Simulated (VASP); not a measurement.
Write the native input for VASP 6.6.1 that does the following.

```yaml
Task: single point
Functional: PBE
Potentials_or_basis: VASP PAW PBE potentials, release 64 (P, B)
Cutoff: 420 eV
k_mesh: 1 × 1 × 1, shifted
Occupations: fermi-dirac, width 0.3447 eV
Spin: no spin polarisation
Dipole_correction: no
Mended: yes
Further_INCAR_settings: LREAL = Auto; ALGO = Normal; EDIFF = 1e-06; NBANDS = 70; ISYM = -1
```

The structure of B2P3 lies in POSCAR:

```
B2P3
1.0
    7.0141520000      0.0701380000     -0.0048670000
    0.0701380000      7.2226980000      0.0539610000
   -0.0048670000      0.0539610000      7.2453270000
P B
15 10
Direct
    0.3113647491      1.0015304130      0.8103591225
    0.5946245792      0.9954030520      0.5830616194
    0.9143427289      0.2355560335      0.9489026882
    0.1619581641      0.9217533755      0.2759644273
    0.0337815654      0.1373610159      0.5344692209
    0.5304840793      0.8940489366      0.1532299496
    0.0341898327      0.5158506669      0.0019349829
    0.5889126304      0.4023807395      0.7135576311
   -0.1032748232      0.8701242420      0.6668309915
    0.8762816987      0.3341766156      0.3136446925
    0.6207622637      0.7016308247      0.4080247239
    0.4457480907      0.3595979959      0.2655324168
    0.1645184021      0.4987786844      0.4424529237
    0.2837981383      0.2924566534      0.7882893335
    0.6278278634      0.5889906594      0.0145244118
   -0.4048165597      0.8268186196      0.8846358209
    0.7310770257      0.8339078219      1.0595867725
    0.6665432763      0.1528585899      0.1674645829
    0.4115941754      0.5652106658      0.1327006905
    0.3293697299      0.7335958220     -0.0132949861
    0.9061163605      0.1074522493      0.1948567453
    0.1512254449      0.6310992479      0.1788157067
    0.9633023737     -0.0588915273      0.0695986859
    0.1926969847      0.2355085722      0.3369716202
    0.2348185513      0.5555471400     -0.1760886731
```

The input as run:

INCAR

```
  PREC = Accurate
  ENCUT = 420
  EDIFF = 1E-6
  ISMEAR = -1
  SIGMA = 0.3447
  LREAL = Auto
  LASPH = True
  NELM = 120
  ALGO = Normal
  ISIF = 2
  LWAVE = False
  LCHARG = False
  GGA = PE
  NBANDS = 70
  ISYM = -1
  GGA_COMPAT = False
```

KPOINTS

```
explicit points
1
Reciprocal
  0.25000000   0.25000000   0.25000000 1
```

Potentials or basis: VASP PAW PBE potentials, release 64 (P, B).

Command:

```bash
$ cat potpaw_PBE.64/P/POTCAR potpaw_PBE.64/B/POTCAR > POTCAR
$ mpirun -np 1 vasp_std > vasp.out
```

Results of the run:

```json
{
  "Pressure": "2.8 GPa",
  "Largest force": "9.706 eV/Å",
  "Band gap on the k mesh": "zero (an odd number of electrons rules out a gap without spin polarisation)"
}
```

Caveat: the atoms stand as in a frame of molecular dynamics; so wide a smearing shifts energies and pressures.

Wall time 37 s on 1 thread of AMD EPYC 7R13 Processor (Zen 3), on a shared host, peak memory 0.29 GiB.
